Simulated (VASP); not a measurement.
Here is a VASP 6.6.1 calculation.

INCAR

```
PREC = Accurate
ENCUT = 520
EDIFF = 1E-7
ISMEAR = -1
SIGMA = 0.05
LREAL = F
LASPH = T
NELM = 100
ALGO = Normal
ISIF = 2
LWAVE = F
LCHARG = F
GGA = CA
NBANDS = 13
```

KPOINTS

```
regular mesh
0
Gamma
  16 16 9
```

File POSCAR:

```
Se
1.0
    2.7838163257      0.0000000000      0.0000000000
   -1.3919081629      2.4108556575      0.0000000000
    0.0000000000      0.0000000000      3.9460952051
Se
2
Direct
    0.3333333333      0.6666666667      0.2500000000
    0.6666666667      0.3333333333      0.7500000000
```

Potentials or basis: VASP PAW LDA potentials, release 64 (Se).

The run is started by

```console
$ cat potpaw_LDA.64/Se/POTCAR > POTCAR
$ mpirun -np 1 vasp_std > vasp.out
```

Task: What does it give for the band gap on the k mesh?

Result: Zero (bands 6 and 7 overlap by 7.21 eV).

Task: Estimate the pressure.

Result: 73.2 GPa.

Stress tensor (GPa, compression positive):
```
73.07  0.00  0.00
 0.00 73.07  0.00
 0.00  0.00 73.45
```

Caveat: the cell stands under pressure.
